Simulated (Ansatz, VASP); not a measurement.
## Two plane-wave programs on MgH2

```
Mg H
1.0
     0.00000    2.36496    2.36496
     2.36496    0.00000    2.36496
     2.36496    2.36496    0.00000
Mg H
1 2
Direct
  0.00000 0.00000 0.00000
  0.25000 0.25000 0.25000
  0.75000 0.75000 0.75000
```

Alike in both runs: task single point; functional PBE-based global hybrid; k mesh 4 × 4 × 4; occupations fermi-dirac, width 0.02 eV; no spin polarisation.

|  | VASP | Ansatz |
| --- | --- | --- |
| version | VASP 6.6.1 | Ansatz 0.2.0 |
| potentials or method | VASP PAW PBE potentials, release 64 (Mg, H) | plane waves |
| plane-wave cutoff (eV) | 520 | 420 |
| valence electrons in the cell | 4 | 12 |

```csv
,VASP,Ansatz,Ansatz less VASP
pressure (GPa),-1.5,-0.5,+1.00
```

VASP's potentials were made for PBE, not for PBE-based global hybrid. VASP's potentials hold 4 valence electrons a cell and Ansatz's 12, so a difference there can come from the potentials and not from the codes. Ansatz's warnings: doubtful frontier gap, stress exchange threshold loose, stress scf threshold loose.

The k mesh is coarse, so the values compare programs but aren't converged.
